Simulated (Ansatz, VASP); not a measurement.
PtSe2: VASP beside Ansatz

```
Pt Se
1.0
     3.72400    0.00000    0.00000
    -1.86200    3.03157    0.00000
     0.00000    0.00000    5.06200
Pt Se
1 2
Direct
  0.00000 0.00000 0.00000
  0.33333 0.66667 0.25000
  0.66667 0.33333 0.75000
```

Change from the starting cell: strain -0.0600 x Voigt [0, 1, 0, 0, 0, 0], atoms carried along.

Alike in both runs: task single point; functional PBE; k mesh 12 × 12 × 10; occupations gaussian, width 0.15 eV; no spin polarisation.

|  | VASP | Ansatz |
| --- | --- | --- |
| version | VASP 6.6.1 | Ansatz 0.2.0 |
| potentials or method | VASP PAW PBE potentials, release 64 (Pt, Se), cutoff 520 eV | scalar-relativistic, plane waves, PAW |
| valence electrons in the cell | 22 | 50 |

|  | VASP | Ansatz | Ansatz less VASP |
| --- | --- | --- | --- |
| gap on the k mesh at the Fermi level (eV) | none | none | - |
| pressure (GPa) | 19.4 | 19.3 | -0.06 |
| traceless stress, the component that is largest in VASP (GPa) | 8.44 | 8.43 | -0.013 |
| rms of the force components (eV/Å) | 0.751 | 0.745 | -0.0056 |

Atom by atom the forces differ by 0.006 eV/Å (rms over components). A gap of «none» marks a metal or a gap that the smearing closes. VASP's potentials hold 22 valence electrons a cell and Ansatz's 50, so a difference there can come from the potentials and not from the codes.

Spin-orbit coupling is off throughout.
